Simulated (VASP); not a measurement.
# C in VASP: notebook

Runs on C. Level: PBEsol. Tasks: relaxation of cell and atoms, single point.

All numbers are computed with VASP 6.6.1; they aren't measurements. Logs are shortened: lines on timing, memory, paths and dates and some standing lists are left out, and cuts for length are marked.

**1. The cell of the first run**

The cell holds a slab with vacuum, 2 atoms: a = 2.456 Å, b = 2.456 Å, c = 8.524 Å, α = 90.00°, β = 90.00°, γ = 120.00°.

**2. Relaxation of cell and atoms, PBEsol**

INCAR

```
SYSTEM = C
PREC = Accurate
ENCUT = 600
EDIFF = 1E-7
ISMEAR = 0
SIGMA = 0.1
LREAL = .False.
LASPH = .True.
NELM = 80
ALGO = Normal
ISIF = 3
LWAVE = .False.
LCHARG = .False.
GGA = PS
IBRION = 2
NSW = 100
EDIFFG = -0.01
```

KPOINTS

```
regular mesh
0
Gamma
  27 27 8
  0 0 0
```

POSCAR

```
C
1.0
    2.4561701622      0.0000000000      0.0000000000
   -1.2280850811      2.1271057565      0.0000000000
    0.0000000000      0.0000000000      8.5238033600
C
2
Direct
    0.3333333300      0.6666666700      0.0000000000
    0.6666666700      0.3333333300      0.0000000000
```

Potentials or basis: VASP PAW PBE potentials, release 64 (C).

Started as:

```console
cat potpaw_PBE.64/C/POTCAR > POTCAR
mpirun -np 1 vasp_std > vasp.out
```

OUTCAR:

```text
SYSTEM = C
   PREC = Accurate
   ENCUT = 600
   EDIFF = 1E-7
   ISMEAR = 0
   LREAL = .False.
   LASPH = .True.
   NELM = 80
   ISIF = 3
   GGA = PS
   IBRION = 2
   NSW = 100
   EDIFFG = -0.01

 ion  position               nearest neighbor table
   1  0.333  0.667  0.000-   2 1.42   2 1.42   2 1.42
   2  0.667  0.333  0.000-   1 1.42   1 1.42   1 1.42

  LATTYP: Found a hexagonal cell.
 ALAT       =     2.4561701622
 C/A-ratio  =     3.4703635323

  Lattice vectors:

 A1 = (   2.4561701622,   0.0000000000,   0.0000000000)
 A2 = (  -1.2280850811,   2.1271057565,   0.0000000000)
 A3 = (   0.0000000000,   0.0000000000,   8.5238033600)

Analysis of symmetry for initial positions (statically):
=====================================================================
 Subroutine PRICEL returns:
 Original cell was already a primitive cell.

 Routine SETGRP: Setting up the symmetry group for a
 hexagonal supercell.

 Subroutine GETGRP returns: Found 24 space group operations
 (whereof 24 operations were pure point group operations)
 out of a pool of 24 trial point group operations.

The static configuration has the point symmetry D_6h.

Analysis of symmetry for dynamics (positions and initial velocities):
=====================================================================
 Subroutine PRICEL returns:
 Original cell was already a primitive cell.

 Routine SETGRP: Setting up the symmetry group for a
 hexagonal supercell.

 Subroutine GETGRP returns: Found 24 space group operations
 (whereof 24 operations were pure point group operations)
 out of a pool of 24 trial point group operations.

The dynamic configuration has the point symmetry D_6h.

 Subroutine INISYM returns: Found 24 space group operations
 (whereof 24 operations are pure point group operations),
 and found     1 'primitive' translations

----------------------------------------------------------------------------------------

                                     Primitive cell

  volume of cell :      44.5329

  direct lattice vectors                    reciprocal lattice vectors
     2.456170162  0.000000000  0.000000000     0.407137916  0.235061185  0.000000000
    -1.228085081  2.127105756  0.000000000     0.000000000  0.470122370  0.000000000
     0.000000000  0.000000000  8.523803360     0.000000000  0.000000000  0.117318521

  length of vectors
     2.456170162  2.456170162  8.523803360     0.470122370  0.470122370  0.117318521

  position of ions in fractional coordinates (direct lattice)
     0.333333330  0.666666670  0.000000000
     0.666666670  0.333333330  0.000000000

  ion indices of the primitive-cell ions
   primitive index   ion index
                 1           1
                 2           2

----------------------------------------------------------------------------------------

 KPOINTS: regular mesh

Automatic generation of k-mesh.
 Grid dimensions read from file:
 generate k-points for:   27   27    8

 Generating k-lattice:

  Cartesian coordinates                     Fractional coordinates (reciprocal lattice)
     0.015079182  0.008705970  0.000000000     0.037037037  0.000000000  0.000000000
     0.000000000  0.017411940  0.000000000     0.000000000  0.037037037  0.000000000
     0.000000000  0.000000000  0.014664815     0.000000000  0.000000000  0.125000000

  Length of vectors
     0.017411940  0.017411940  0.014664815

  Shift w.r.t. Gamma in fractional coordinates (k-lattice)
     0.000000000  0.000000000  0.000000000

 Subroutine IBZKPT returns following result:
 ===========================================

 Found    375 irreducible k-points:

 Following reciprocal coordinates:
            Coordinates               Weight
  0.000000  0.000000  0.000000      1.000000
  0.037037  0.000000  0.000000      6.000000
  0.074074  0.000000  0.000000      6.000000
  0.111111  0.000000  0.000000      6.000000
  0.148148  0.000000  0.000000      6.000000
  0.185185  0.000000  0.000000      6.000000
[... 16 lines left out ...]
  0.333333  0.037037  0.000000     12.000000
  0.370370  0.037037  0.000000     12.000000
 [... further k-points ...]
   k-points           NKPTS =    375   k-points in BZ     NKDIM =    375   number of bands    NBANDS=      8
   number of dos      NEDOS =    301   number of ions     NIONS =      2
   total plane-waves  NPLWV =  28000
   dimension x,y,z NGX =    20 NGY =   20 NGZ =   70
   dimension x,y,z NGXF=    40 NGYF=   40 NGZF=  140
   ions per type =               2
   NGX,Y,Z   is equivalent  to a cutoff of  13.54, 13.54, 13.65 a.u.
   NGXF,Y,Z  is equivalent  to a cutoff of  27.07, 27.07, 27.31 a.u.
 SYSTEM =  C
   PREC   = accura    normal or accurate (medium, high low for compatibility)
   ISTART =      0    job   : 0-new  1-cont  2-samecut
   ICHARG =      2    charge: 1-file 2-atom 10-const
   ISPIN  =      1    spin polarized calculation?
   LNONCOLLINEAR =      F non collinear calculations
   LSORBIT =      F    spin-orbit coupling
   LASPH  =      T    aspherical Exc in radial PAW
   ENCUT  =  600.0 eV  44.10 Ry    6.64 a.u.   4.91  4.91 17.02*2*pi/ulx,y,z
   NELM   =     80;   NELMIN=  2; NELMDL= -5     # of ELM steps
   EDIFF  = 0.1E-06   stopping-criterion for ELM
   LREAL  =      F    real-space projection
   EDIFFG = -.1E-01   stopping-criterion for IOM
   NSW    =    100    number of steps for IOM
   IBRION =      2    ionic relax: 0-MD 1-quasi-New 2-CG
   NFREE  =      1    steps in history (QN), initial steepest desc. (CG)
   ISIF   =      3    stress and relaxation
   ISYM   =      2    0-nonsym 1-usesym 2-fastsym
   POTIM  = 0.5000    time-step for ionic-motion
   TEBEG  =    0.0;   TEEND  =   0.0 temperature during run
   PSTRESS=    0.0 pullay stress
   NELECT =       8.0000    total number of electrons
   NUPDOWN=      -1.0000    fix difference up-down
   EMIN   =  10.00;   EMAX   =-10.00  energy-range for DOS
   EFERMI =   0.00;   METHOD = LEGACY
   ISMEAR =     0;   SIGMA  =   0.10  broadening in eV -4-tet -1-fermi 0-gaus
   EFERMI_NEDOS =   21; number of points for ismear=-14 and -15
   IALGO  =     38    algorithm
   IMIX   =      4    mixing-type and parameters
     AMIX     =   0.40;   BMIX     =  1.00
     AMIX_MAG =   1.60;   BMIX_MAG =  1.00
  volume/ion in A,a.u.               =      22.27       150.26
  Fermi-wavevector in a.u.,A,eV,Ry     =   0.923729  1.745594 11.609511  0.853275
  Thomas-Fermi vector in A             =   2.049397
   LORBIT       =      0    0 simple, 1 ext, 2 COOP (PROOUT), +10 PAW based schemes
   GGA     = PS    functional components
   LHFCALC =     F    Hartree Fock is set to
   AEXX    =    0.0000 exact exchange contribution
   IVDW    =     0    specifies the selected vdW correction
   LEPSILON=     F    determine dielectric tensor
   LRPA    =     F    only Hartree local field effects (RPA)
 conjugate gradient relaxation of ions
 non-spin polarized calculation
 Gauss-broadening in eV      SIGMA  =   0.10
  energy-cutoff  :      600.00
  volume of cell :       44.53
 maximum number of plane-waves:      1519
 NGX is ok and might be reduce to    20

--------------------------------------- Ionic step        1  -------------------------------------------

 number of electron       7.9999999 magnetization

 Free energy of the ion-electron system (eV)
  ---------------------------------------------------
  ext. energy  EPLUGINS =         0.00000000
  ---------------------------------------------------
  free energy    TOTEN  =       -19.28733597 eV

  energy without entropy =      -19.28702640  energy(sigma->0) =      -19.28718119

------------------------ aborting loop because EDIFF is reached ----------------------------------------

  FORCE on cell =-STRESS in cart. coord.  units (eV):
  Direction    XX          YY          ZZ          XY          YZ          ZX
  --------------------------------------------------------------------------------------
  -------------------------------------------------------------------------------------
  Total        0.2082893      0.2082893     -0.0356666     -0.0000000      0.0000000      0.0000000
  in kB        7.4937052      7.4937052     -1.2831895     -0.0000000      0.0000000      0.0000000
  external PRESSURE =       4.5680736 kB  Pullay stress =       0.0000000 kB
[... 89 lines left out ...]
  FREE ENERGIE OF THE ION-ELECTRON SYSTEM (eV)
  ---------------------------------------------------
  free  energy   TOTEN  =       -19.2876566531 eV

  energy  without entropy=      -19.2873470841  energy(sigma->0) =      -19.28750187

[... ionic steps 4 to 8 ...]

--------------------------------------- Ionic step        9  -------------------------------------------

 number of electron       7.9999999 magnetization

------------------------ aborting loop because EDIFF is reached ----------------------------------------

  FORCE on cell =-STRESS in cart. coord.  units (eV):
  Direction    XX          YY          ZZ          XY          YZ          ZX
  --------------------------------------------------------------------------------------
  -------------------------------------------------------------------------------------
  Total       -0.0036257     -0.0036257     -0.0404098      0.0000000      0.0000000     -0.0000000
  in kB       -0.1398693     -0.1398693     -1.5588986      0.0000000      0.0000000     -0.0000000
  external PRESSURE =      -0.6128791 kB  Pullay stress =       0.0000000 kB
[... 21 lines left out ...]
  energy  without entropy=      -19.2901735332  energy(sigma->0) =      -19.29032832

--------------------------------------- Ionic step       10  -------------------------------------------

 number of electron       8.0000000 magnetization

 E-fermi :  -0.1796     XC(G=0):  -5.7283

 val. band max:       -0.1795692710   @ k =   0.3333   0.3333   0.2500
 cond. band min:      -0.1792337412   @ k =   0.3333   0.3333   0.1250
 fundamental gap:      0.0003355299
 Fermi energy:        -0.1795513539

 k-point     1 :       0.0000    0.0000    0.0000
  band No.  band energies     occupation
      1     -19.7255      2.00000
      2      -7.8796      2.00000
      3      -3.1832      2.00000
      4      -3.1832      2.00000
      5       2.7891      0.00000
      6       6.3017      0.00000
      7       8.1540      0.00000
      8       8.4296      0.00000
[... 286 lines left out ...]
  energy  without entropy=      -19.2931454038  energy(sigma->0) =      -19.29330019

--------------------------------------- Ionic step       11  -------------------------------------------

 number of electron       7.9999999 magnetization

 Free energy of the ion-electron system (eV)
  ---------------------------------------------------
  ext. energy  EPLUGINS =         0.00000000
  ---------------------------------------------------
  free energy    TOTEN  =       -19.29752091 eV

  energy without entropy =      -19.29721160  energy(sigma->0) =      -19.29736625

 E-fermi :   0.6444     XC(G=0):  -6.6875

 val. band max:        0.6415399951   @ k =   0.3333   0.3333   0.3750
 cond. band min:       0.6444460227   @ k =   0.3333   0.3333   0.2500
 fundamental gap:      0.0029060276
 Fermi energy:         0.6444268135

 k-point     1 :       0.0000    0.0000    0.0000
  band No.  band energies     occupation
      1     -18.9040      2.00000
      2      -7.0479      2.00000
      3      -2.3588      2.00000
      4      -2.3588      2.00000
      5       3.4877      0.00000
      6       8.9810      0.00000
      7       9.1238      0.00000
      8      12.3226      0.00000
[... 282 lines left out ...]
  FREE ENERGIE OF THE ION-ELECTRON SYSTEM (eV)
  ---------------------------------------------------
  free  energy   TOTEN  =       -19.2975209099 eV

  energy  without entropy=      -19.2972115994  energy(sigma->0) =      -19.29736625

 reached required accuracy - stopping structural energy minimisation
```

Wall time 14 min (1 thread of Intel Xeon Platinum 8488C (Sapphire Rapids), shared host); peak memory 0.26 GiB.

What came out:

```yaml
Free_energy: -19.2975 eV
Relaxed_cell: a = 2.459 Å, b = 2.459 Å, c = 6.102 Å, α = 90.00°, β = 90.00°, γ = 120.00°
Space_group_after_relaxing_to_0.05_Å: P6/mmm (No. 191)
Energy_gained_by_relaxing: 5.1 meV/atom
Ionic_steps: 11
Band_gap_on_the_k_mesh: zero (band 4 reaches 0.65 eV, above the bottom of band 5 at 0.64 eV)
```

Step by step:
```csv
step,energy change (eV),largest force (eV/Å),pressure (GPa),volume (Å³)
1,0.0000,0.0000,0.46,44.53
2,0.0013,0.0000,-1.18,44.94
3,-0.0003,0.0000,-0.05,44.66
4,-0.0003,0.0000,-0.05,44.62
5,-0.0004,0.0000,-0.05,44.52
6,-0.0006,0.0000,-0.05,44.32
7,-0.0009,0.0000,-0.05,43.93
8,-0.0016,0.0000,-0.06,43.13
9,-0.0031,0.0000,-0.06,41.53
10,-0.0061,0.0000,-0.05,38.34
11,-0.0102,0.0000,0.02,31.96
```

Final structure:
```
C
1.0
     2.45930    0.00000    0.00000
    -1.22965    2.12982    0.00000
     0.00000    0.00000    6.10160
C
2
Direct
  0.33333 0.66667 0.00000
  0.66667 0.33333 0.00000
```

Caveat: the volume moved by over 15 % at a fixed basis, so the end points are rough; the PAW data sets were made with another functional, which shifts forces and pressure a little.

**3. Single point, PBEsol**

This run uses another cell than the first one: it holds 1 atom, not 2.

INCAR

```
SYSTEM = C
  PREC = Accurate
  ENCUT = 520
  EDIFF = 1E-7
  ISMEAR = 0
  SIGMA = 0.1
  LREAL = .False.
  LASPH = .True.
  NELM = 100
  ALGO = Normal
  ISIF = 2
  LWAVE = .False.
  LCHARG = .False.
  GGA = PS
  NBANDS = 8
```

KPOINTS

```
regular mesh
0
Gamma
  9 9 8
  0 0 0
```

POSCAR

```
C
1.0
    1.9972779463      0.0000000000      0.0000000000
   -0.9986389731      1.7296934399      0.0000000000
    0.0000000000      0.0000000000      1.5787925111
C
1
Direct
    0.0000000000      0.0000000000      0.0000000000
```

Potentials or basis: VASP PAW PBE potentials, release 64 (C).

Started as:

```console
cat potpaw_PBE.64/C/POTCAR > POTCAR
mpirun -np 1 vasp_std > vasp.out
```

Wall time 2.8 s (1 thread of AMD EPYC 7R43 (Zen 3), shared host); peak memory 0.07 GiB.

It converged, with:

- Free energy: -6.9438 eV
- Pressure: 0.7 GPa
- Band gap on the k mesh: zero (band 2 reaches 19.00 eV, above the bottom of band 3 at 2.96 eV)

Stress tensor (GPa, compression positive):
```
0.48 0.00 0.00
0.00 0.48 0.00
0.00 0.00 1.04
```

Levels at points of the mesh, in eV from the Fermi level:
| k point | band 1 | band 2 | band 3 | band 4 | band 5 | band 6 | band 7 |
| --- | --- | --- | --- | --- | --- | --- | --- |
| (0.00, 0.00, 0.00) | -22.85 | 6.80 | 6.80 | 16.41 | 26.31 | 29.49 | 29.49 |
| (0.00, 0.00, 0.50) | -12.52 | -9.16 | 12.34 | 12.34 | 28.34 | 39.55 | 39.55 |

Caveat: the k points lie up to 0.50 Å⁻¹ apart; the PAW data sets were made with another functional, which shifts forces and pressure a little.

**4. Relaxation of cell and atoms, PBEsol**

This run uses another cell than the first one: it holds 1 atom, not 2.

INCAR

```
SYSTEM = C
ALGO = Normal ; EDIFF = 1E-7
EDIFFG = -0.04 ; ENCUT = 600
GGA = PS ; IBRION = 2
ISIF = 3 ; ISMEAR = 0
LASPH = .TRUE. ; LCHARG = .FALSE.
LREAL = .FALSE. ; LWAVE = .FALSE.
NELM = 100 ; NSW = 90
PREC = Accurate ; SIGMA = 0.1
```

KPOINTS

```
k-points
0
G
  9 9 8
  0 0 0
```

POSCAR

```
C
1.0
    2.3928760052      0.0000000000      0.0000000000
   -1.1964380026      2.0722914086      0.0000000000
    0.0000000000      0.0000000000      2.2358435174
C
1
Direct
    0.0000000000      0.0000000000      0.0000000000
```

Started as:

```console
cat potpaw_PBE.64/C/POTCAR > POTCAR
mpirun -np 1 vasp_std > vasp.out
```

Run time: 38 s. Hardware: 1 thread of AMD EPYC 7R43 (Zen 3), shared host; peak memory 0.1 GiB.

Results (log left out):

```
Free energy                            : -6.9528 eV
Relaxed volume                         : 5.47 Å³/atom
Relaxed cell                           : a = 2.000 Å, b = 2.000 Å, c = 1.580 Å, α = 90.00°, β = 90.00°, γ = 120.00°
Space group after relaxing (to 0.05 Å) : P6/mmm (No. 191)
Energy gained by relaxing              : 1996.8 meV/atom
Ionic steps                            : 16
Pressure after relaxing                : -0.8 GPa
Band gap on the k mesh                 : zero (band 2 reaches 18.91 eV, above the bottom of band 3 at 2.94 eV)
```

Stress tensor (GPa, compression positive):
```
-0.93  0.00  0.00
 0.00 -0.93  0.00
 0.00  0.00 -0.52
```

The path:
| step | energy change (eV) | largest force (eV/Å) | pressure (GPa) | volume (Å³) |
| --- | --- | --- | --- | --- |
| 1 | 0.0000 | 0.0000 | -44.97 | 11.09 |
| 2 | -1.4489 | 0.0000 | -51.53 | 6.80 |
| 3 | 109.9772 | 0.0000 | 34410.06 | 0.67 |
| 4 | -1.5120 | 0.0000 | -48.47 | 6.63 |
| 5 | -1.7603 | 0.0000 | 69.23 | 4.68 |
| 6 | -1.8258 | 0.0000 | -10.18 | 5.48 |
| 7 | -1.8448 | 0.0000 | 5.38 | 5.26 |
| 8 | 0.0039 | 0.0000 | 383.10 | 4.00 |
| 9 | -1.9215 | 0.0000 | 19.14 | 5.12 |
| 10 | -1.9392 | 0.0000 | 37.31 | 4.99 |
| 11 | -1.9409 | 0.0000 | 32.59 | 5.02 |
| 12 | -1.9781 | 0.0000 | -18.01 | 5.77 |
| 13 | -1.9955 | 0.0000 | -2.36 | 5.47 |
| 14 | -1.9955 | 0.0000 | -3.31 | 5.49 |
| 15 | -1.9912 | 0.0000 | 4.92 | 5.43 |
| 16 | -1.9968 | 0.0000 | -0.79 | 5.47 |

Final structure:
```xyz
1
Lattice="1.9996 0.0000 0.0000 -0.9998 1.7317 0.0000 0.0000 0.0000 1.5800" Properties=species:S:1:pos:R:3 pbc="T T T"
C    -0.9998    1.7317    0.0000
```

Levels at points of the mesh, in eV from the Fermi level:
| k point | band 1 | band 2 | band 3 | band 4 | band 5 | band 6 |
| --- | --- | --- | --- | --- | --- | --- |
| (0.00, 0.00, 0.00) | -22.80 | 6.78 | 6.78 | 16.38 | 26.25 | 29.44 |
| (0.00, 0.00, 0.50) | -12.48 | -9.14 | 12.30 | 12.30 | 28.27 | 39.47 |

Caveat: the volume moved by over 15 % at a fixed basis, so the end points are rough; the PAW data sets were made with another functional, which shifts forces and pressure a little.

**5. The runs side by side**

```csv
task,cell,k mesh,cutoff (eV),gap on the mesh (eV),pressure (GPa)
relaxation of cell and atoms,"relaxed from a = 2.456, b = 2.456, c = 8.524 Å, angles 90.0, 90.0, 120.0°, 2 atoms",27 × 27 × 8,600,none,-
single point,"a = 1.997, b = 1.997, c = 1.579 Å, angles 90.0, 90.0, 120.0°, 1 atom",9 × 9 × 8,520,none,0.7
relaxation of cell and atoms,"relaxed from a = 2.393, b = 2.393, c = 2.236 Å, angles 90.0, 90.0, 120.0°, 1 atom",9 × 9 × 8,600,none,-0.8
```

Alike in all rows: level PBEsol; potentials or basis VASP PAW PBE potentials, release 64 (C); no spin polarisation; smearing gaussian 0.1 eV.

Caveats: some runs use coarse meshes; the PAW data sets were made with another functional, which shifts forces and pressure a little; the volume moved by over 15 % at a fixed basis, so the end points are rough (some runs).

Total energies depend on the potentials used, so only differences within one code and one set of settings carry meaning.
